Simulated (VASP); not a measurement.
# Se (P6_3/mmc) in VASP: further runs

The runs below take Se through single point, relaxation of cell and atoms, with PBEsol.

Everything below comes from runs of VASP 6.6.1. Logs are shortened: lines on timing, memory, paths and dates and some standing lists are left out, and cuts for length are marked.

### 1 The cell of the first run

It takes space group P6_3/mmc (No. 194, hexagonal). Conventional cell: a = 3.698 Å, b = 3.698 Å, c = 3.977 Å, α = 90.00°, β = 90.00°, γ = 120.00°. Within 3.8 Å of Se (site symmetry -6m2) lie 12 Se at 2.92 to 3.70 Å.

### 2 Single point, PBEsol (volume scaled by 1.12)

INCAR

```
SYSTEM = Se
ALGO = Normal
EDIFF = 1E-6
ENCUT = 520
GGA = PS
ISIF = 2
ISMEAR = -1
LASPH = .TRUE.
LCHARG = .FALSE.
LREAL = .FALSE.
LWAVE = .FALSE.
NBANDS = 13
NELM = 60
PREC = Accurate
SIGMA = 0.1
```

KPOINTS

```
k-points
0
G
  12 12 9
  0 0 0
```

POSCAR

```
Se
1.0
    3.6976899857      0.0000000000      0.0000000000
   -1.8488449929      3.2022934629      0.0000000000
    0.0000000000      0.0000000000      3.9769271911
Se
2
Direct
    0.3333333333      0.6666666667      0.2500000000
    0.6666666667      0.3333333333      0.7500000000
```

Potentials or basis: VASP PAW PBE potentials, release 64 (Se).

Command:

```sh
cat potpaw_PBE.64/Se/POTCAR > POTCAR
mpirun -np 1 vasp_std > vasp.out
```

OUTCAR:

```text
SYSTEM = Se
   EDIFF = 1E-6
   ENCUT = 520
   GGA = PS
   ISIF = 2
   ISMEAR = -1
   LASPH = .TRUE.
   LREAL = .FALSE.
   NELM = 60
   PREC = Accurate

 ion  position               nearest neighbor table
   1  0.333  0.667  0.250-
   2  0.667  0.333  0.750-

  LATTYP: Found a hexagonal cell.
 ALAT       =     3.6976899857
 C/A-ratio  =     1.0755166622

  Lattice vectors:

 A1 = (   3.6976899857,   0.0000000000,   0.0000000000)
 A2 = (  -1.8488449929,   3.2022934629,   0.0000000000)
 A3 = (   0.0000000000,   0.0000000000,   3.9769271911)

Analysis of symmetry for initial positions (statically):
=====================================================================
 Subroutine PRICEL returns:
 Original cell was already a primitive cell.

 Routine SETGRP: Setting up the symmetry group for a
 hexagonal supercell.

 Subroutine GETGRP returns: Found 24 space group operations
 (whereof 12 operations were pure point group operations)
 out of a pool of 24 trial point group operations.

The static configuration has the point symmetry D_3d.
 The point group associated with its full space group is D_6h.

Analysis of symmetry for dynamics (positions and initial velocities):
=====================================================================
 Subroutine PRICEL returns:
 Original cell was already a primitive cell.

 Routine SETGRP: Setting up the symmetry group for a
 hexagonal supercell.

 Subroutine GETGRP returns: Found 24 space group operations
 (whereof 12 operations were pure point group operations)
 out of a pool of 24 trial point group operations.

The dynamic configuration has the point symmetry D_3d.
 The point group associated with its full space group is D_6h.

 Subroutine INISYM returns: Found 24 space group operations
 (whereof 12 operations are pure point group operations),
 and found     1 'primitive' translations

----------------------------------------------------------------------------------------

                                     Primitive cell

  volume of cell :      47.0911

  direct lattice vectors                    reciprocal lattice vectors
     3.697689986  0.000000000  0.000000000     0.270439113  0.156138095  0.000000000
    -1.848844993  3.202293463  0.000000000     0.000000000  0.312276189  0.000000000
     0.000000000  0.000000000  3.976927191     0.000000000  0.000000000  0.251450417

  length of vectors
     3.697689986  3.697689986  3.976927191     0.312276189  0.312276189  0.251450417

  position of ions in fractional coordinates (direct lattice)
     0.333333333  0.666666667  0.250000000
     0.666666667  0.333333333  0.750000000

  ion indices of the primitive-cell ions
   primitive index   ion index
                 1           1
                 2           2

----------------------------------------------------------------------------------------

 KPOINTS: k-points

Automatic generation of k-mesh.
 Grid dimensions read from file:
 generate k-points for:   12   12    9

 Generating k-lattice:

  Cartesian coordinates                     Fractional coordinates (reciprocal lattice)
     0.022536593  0.013011508  0.000000000     0.083333333 -0.000000000  0.000000000
     0.000000000  0.026023016  0.000000000     0.000000000  0.083333333  0.000000000
     0.000000000  0.000000000  0.027938935     0.000000000  0.000000000  0.111111111

  Length of vectors
     0.026023016  0.026023016  0.027938935

  Shift w.r.t. Gamma in fractional coordinates (k-lattice)
     0.000000000  0.000000000  0.000000000

 Subroutine IBZKPT returns following result:
 ===========================================

 Found     95 irreducible k-points:

 Following reciprocal coordinates:
            Coordinates               Weight
  0.000000  0.000000  0.000000      1.000000
  0.083333  0.000000  0.000000      6.000000
  0.166667  0.000000  0.000000      6.000000
  0.250000  0.000000  0.000000      6.000000
  0.333333  0.000000  0.000000      6.000000
  0.416667 -0.000000  0.000000      6.000000
[... 16 lines left out ...]
  0.250000  0.000000  0.111111     12.000000
  0.333333  0.000000  0.111111     12.000000
 [... further k-points ...]
   k-points           NKPTS =     95   k-points in BZ     NKDIM =     95   number of bands    NBANDS=     13
   number of dos      NEDOS =    301   number of ions     NIONS =      2
   total plane-waves  NPLWV =  23520
   dimension x,y,z NGX =    28 NGY =   28 NGZ =   30
   dimension x,y,z NGXF=    56 NGYF=   56 NGZF=   60
   ions per type =               2
   NGX,Y,Z   is equivalent  to a cutoff of  12.59, 12.59, 12.54 a.u.
   NGXF,Y,Z  is equivalent  to a cutoff of  25.18, 25.18, 25.08 a.u.
 SYSTEM =  Se
   PREC   = accura    normal or accurate (medium, high low for compatibility)
   ISTART =      0    job   : 0-new  1-cont  2-samecut
   ICHARG =      2    charge: 1-file 2-atom 10-const
   ISPIN  =      1    spin polarized calculation?
   LNONCOLLINEAR =      F non collinear calculations
   LSORBIT =      F    spin-orbit coupling
   LASPH  =      T    aspherical Exc in radial PAW
   ENCUT  =  520.0 eV  38.22 Ry    6.18 a.u.   6.88  6.88  7.39*2*pi/ulx,y,z
   NELM   =     60;   NELMIN=  2; NELMDL= -5     # of ELM steps
   EDIFF  = 0.1E-05   stopping-criterion for ELM
   LREAL  =      F    real-space projection
   EDIFFG = 0.1E-04   stopping-criterion for IOM
   NSW    =      0    number of steps for IOM
   IBRION =     -1    ionic relax: 0-MD 1-quasi-New 2-CG
   NFREE  =      0    steps in history (QN), initial steepest desc. (CG)
   ISIF   =      2    stress and relaxation
   ISYM   =      2    0-nonsym 1-usesym 2-fastsym
   POTIM  = 0.5000    time-step for ionic-motion
   TEBEG  =    0.0;   TEEND  =   0.0 temperature during run
   PSTRESS=    0.0 pullay stress
   NELECT =      12.0000    total number of electrons
   NUPDOWN=      -1.0000    fix difference up-down
   EMIN   =  10.00;   EMAX   =-10.00  energy-range for DOS
   EFERMI =   0.00;   METHOD = LEGACY
   ISMEAR =    -1;   SIGMA  =   0.10  broadening in eV -4-tet -1-fermi 0-gaus
   EFERMI_NEDOS =   21; number of points for ismear=-14 and -15
   IALGO  =     38    algorithm
   IMIX   =      4    mixing-type and parameters
     AMIX     =   0.40;   BMIX     =  1.00
     AMIX_MAG =   1.60;   BMIX_MAG =  1.00
  volume/ion in A,a.u.               =      23.55       158.89
  Fermi-wavevector in a.u.,A,eV,Ry     =   1.037900  1.961347 14.656690  1.077236
  Thomas-Fermi vector in A             =   2.172359
   LORBIT       =      0    0 simple, 1 ext, 2 COOP (PROOUT), +10 PAW based schemes
   GGA     = PS    functional components
   LHFCALC =     F    Hartree Fock is set to
   AEXX    =    0.0000 exact exchange contribution
   IVDW    =     0    specifies the selected vdW correction
   LEPSILON=     F    determine dielectric tensor
   LRPA    =     F    only Hartree local field effects (RPA)
 non-spin polarized calculation
  energy-cutoff  :      520.00
  volume of cell :       47.09
 maximum number of plane-waves:      1286
 NGX is ok and might be reduce to    28
   NGX = 13   NGY = 13   NGZ = 15

 number of electron      11.9999998 magnetization

 Free energy of the ion-electron system (eV)
  ---------------------------------------------------
  ext. energy  EPLUGINS =         0.00000000
  ---------------------------------------------------
  free energy    TOTEN  =        -7.05159387 eV

  energy without entropy =       -7.00970713  energy(sigma->0) =       -7.03065050

 E-fermi :   3.9005     XC(G=0):  -9.9529

 val. band max:        3.8957068768   @ k =   0.1667   0.0000   0.1111
 cond. band min:       3.9029920104   @ k =   0.4167   0.1667   0.2222
 fundamental gap:      0.0072851335
 Fermi energy:         3.9004599010

 k-point     1 :       0.0000    0.0000    0.0000
  band No.  band energies     occupation
      1     -11.5312      2.00000
      2      -6.4613      2.00000
      3      -0.6957      2.00000
      4       1.9930      2.00000
      5       1.9930      2.00000
      6       4.8047      0.00024
      7       4.8047      0.00024
      8       7.0449      0.00000
      9       8.3556      0.00000
     10      10.9604      0.00000
     11      13.8045      0.00000
     12      13.8045      0.00000
     13      15.5828      0.00000

 k-point     2 :       0.0833    0.0000    0.0000
  band No.  band energies     occupation
      1     -11.4596      2.00000
      2      -6.5224      2.00000
      3      -0.6164      2.00000
      4       1.7483      2.00000
      5       1.8381      2.00000
      6       4.6083      0.00168
      7       4.9558      0.00005
      8       6.8179      0.00000
      9       8.6621      0.00000
     10      11.3152      0.00000
     11      13.3622      0.00000
     12      13.8587      0.00000
     13      15.3397      0.00000

 k-point     3 :       0.1667    0.0000    0.0000
  band No.  band energies     occupation
      1     -11.2488      2.00000
      2      -6.7140      2.00000
      3      -0.3817      2.00000
      4       1.1947      2.00000
      5       1.4863      2.00000
      6       4.1578      0.14176
      7       5.2823      0.00000
      8       6.2132      0.00000
      9       9.3542      0.00000
     10      11.5485      0.00000
     11      13.4617      0.00000
     12      14.1122      0.00000
     13      14.8349      0.00000
[... 305 lines left out ...]
 k-point    23 :       0.2500    0.0000    0.1111
  band No.  band energies     occupation
      1     -10.8220      2.00000
      2      -7.1919      2.00000
      3      -0.5188      2.00000
      4       1.2009      2.00000
      5       1.3467      2.00000
      6       3.2617      1.99664
      7       5.3941      0.00000
      8       5.6015      0.00000
      9       9.7490      0.00000
     10      11.9548      0.00000
     11      13.6206      0.00000
     12      13.6279      0.00000
     13      15.3234      0.00000

 k-point    24 :       0.3333    0.0000    0.1111
  band No.  band energies     occupation
      1     -10.3934      2.00000
      2      -7.5758      2.00000
      3      -0.6207      2.00000
      4       0.8891      2.00000
      5       1.3397      2.00000
      6       2.6784      1.99999
      7       5.0835      0.00001
      8       5.5400      0.00000
      9       9.2422      0.00000
     10      12.9385      0.00000
     11      13.3489      0.00000
     12      13.9283      0.00000
     13      16.0429      0.00000

 [... further k-points ...]
[... 5 lines left out ...]
  --------------------------------------------------------------------------------------
  -------------------------------------------------------------------------------------
  Total       -1.6195647     -1.6195647     -2.8827152      0.0000000      0.0000000      0.0000000
  in kB      -55.1022851    -55.1022851    -98.0783299      0.0000000      0.0000000      0.0000000
  external PRESSURE =     -69.4276333 kB  Pullay stress =       0.0000000 kB

 VOLUME and BASIS-vectors are now :
 -----------------------------------------------------------------------------
  energy-cutoff  :      520.00
  volume of cell :       47.09
      direct lattice vectors                 reciprocal lattice vectors
     3.697689986  0.000000000  0.000000000     0.270439113  0.156138095  0.000000000
    -1.848844993  3.202293463  0.000000000     0.000000000  0.312276189  0.000000000
     0.000000000  0.000000000  3.976927191     0.000000000  0.000000000  0.251450417

 POSITION                                       TOTAL-FORCE (eV/Angst)
 -----------------------------------------------------------------------------------
     -0.00000      2.13486      0.99423        -0.000000     -0.000000      0.000000
      1.84884      1.06743      2.98270         0.000000      0.000000      0.000000
 -----------------------------------------------------------------------------------
    total drift:                               -0.000000      0.000000      0.000000

  FREE ENERGIE OF THE ION-ELECTRON SYSTEM (eV)
  ---------------------------------------------------
  free  energy   TOTEN  =        -7.0515938700 eV

  energy  without entropy=       -7.0097071274  energy(sigma->0) =       -7.03065050
```

Run time: 22 s. Hardware: 1 thread of AMD EPYC 9R45 (Zen 5), shared host; peak memory 0.16 GiB.

What came out:

```yaml
Free_energy: -7.0516 eV
Pressure: -6.9 GPa
Band_gap_on_the_k_mesh: zero (band 6 reaches 4.80 eV, above the bottom of band 7 at 2.31 eV)
```

Caveat: the cell differs from its parent crystal (volume scaled by 1.12); the PAW data sets were made with another functional, which shifts forces and pressure a little.

### 3 Relaxation of cell and atoms, PBEsol

This run uses another cell than the first one, of 21.81 Å³/atom, 0.926 times its volume.

INCAR

```
ALGO = Normal
EDIFF = 1E-6
EDIFFG = -0.01
ENCUT = 600
GGA = PS
IBRION = 2
ISIF = 3
ISMEAR = -1
LASPH = T
LCHARG = F
LREAL = F
LWAVE = F
NELM = 80
NSW = 80
PREC = Accurate
SIGMA = 0.1
```

KPOINTS

```
k-points
0
Gamma
  12 12 6
```

POSCAR

```
Se
1.0
    3.1360302227      0.0000000000      0.0000000000
   -1.5680151114      2.7158818399      0.0000000000
    0.0000000000      0.0000000000      5.1211373537
Se
2
Direct
    0.3333333333      0.6666666667      0.2500000000
    0.6666666667      0.3333333333      0.7500000000
```

Potentials or basis: VASP PAW PBE potentials, release 64 (Se).

Command:

```sh
cat potpaw_PBE.64/Se/POTCAR > POTCAR
mpirun -np 1 vasp_std > vasp.out
```

Wall time 4.2 min (1 thread of AMD EPYC 9R45 (Zen 5), shared host); peak memory 0.18 GiB.

It converged, with:

```
Free energy                            : -7.1630 eV
Relaxed volume                         : 21.03 Å³/atom
Relaxed cell                           : a = 3.561 Å, b = 3.561 Å, c = 3.831 Å, α = 90.00°, β = 90.00°, γ = 120.00°
Space group after relaxing (to 0.05 Å) : P6_3/mmc (No. 194)
Energy gained by relaxing              : 369.9 meV/atom
Ionic steps                            : 23
Pressure after relaxing                : 0.1 GPa
Band gap on the k mesh                 : zero (band 6 reaches 6.22 eV, above the bottom of band 7 at 3.53 eV)
```

The path:
| step | energy change (eV) | largest force (eV/Å) | pressure (GPa) | volume (Å³) |
| --- | --- | --- | --- | --- |
| 1 | 0.0000 | 0.0000 | -7.68 | 43.62 |
| 2 | -0.1472 | 0.0000 | 2.93 | 37.34 |
| 3 | -0.1530 | 0.0000 | 0.74 | 38.24 |
| 4 | -0.2007 | 0.0000 | 1.36 | 37.98 |
| 5 | -0.4177 | 0.0000 | 5.65 | 36.92 |
| 6 | 0.0045 | 0.0000 | 31.36 | 33.64 |
| 7 | -0.4993 | 0.0000 | 10.54 | 36.08 |
| 8 | -0.4921 | 0.0000 | 13.24 | 35.70 |
| 9 | -0.4972 | 0.0000 | 13.31 | 35.75 |
| 10 | -0.5091 | 0.0000 | 13.65 | 35.87 |
| 11 | -0.5197 | 0.0000 | 14.33 | 36.10 |
| 12 | -0.5412 | 0.0000 | 13.40 | 36.36 |
| 13 | -0.5983 | 0.0000 | 10.83 | 37.14 |
| 14 | -0.6805 | 0.0000 | 6.32 | 38.73 |
| 15 | -0.7369 | 0.0000 | -0.55 | 42.04 |
| 16 | -0.7371 | 0.0000 | -0.25 | 41.87 |
| 17 | -0.7370 | 0.0000 | -0.04 | 41.75 |
| 18 | -0.7374 | 0.0000 | -0.02 | 41.77 |
| 19 | -0.7383 | 0.0000 | 0.02 | 41.81 |
| 20 | -0.7395 | 0.0000 | 0.14 | 41.89 |
| 21 | -0.7393 | 0.0000 | 0.34 | 42.05 |
| 22 | -0.7398 | 0.0000 | 0.22 | 41.96 |
| 23 | -0.7399 | 0.0000 | 0.05 | 42.07 |

Final structure:
```yaml
crystal:
  lattice:
    - [3.56093, 0.00000, 0.00000]
    - [-1.78046, 3.08385, 0.00000]
    - [0.00000, 0.00000, 3.83088]
  atoms:
    - { symbol: Se, position: [0.33333, 0.66667, 0.25000] }
    - { symbol: Se, position: [0.66667, 0.33333, 0.75000] }
```

Levels at points of the mesh, in eV from the Fermi level:
```
           k point  band 2  band 3  band 4  band 5  band 6  band 7  band 8  band 9  band 10
(0.00, 0.00, 0.00)  -10.12   -5.25   -2.16   -2.16    1.01    1.01    3.75    4.03     7.36
(0.50, 0.00, 0.00)  -12.49   -4.42   -3.88   -2.99   -0.96   -0.72    2.44    3.86     9.66
(0.00, 0.00, 0.50)  -14.23   -0.85   -0.85   -0.48   -0.48   -0.48   -0.48    8.22     8.22
(0.50, 0.00, 0.50)  -12.93   -6.58   -6.58   -1.64   -1.64    1.17    1.17    8.84     8.84
```

Caveat: the PAW data sets were made with another functional, which shifts forces and pressure a little.

(Part 1 of 2 ends here.)
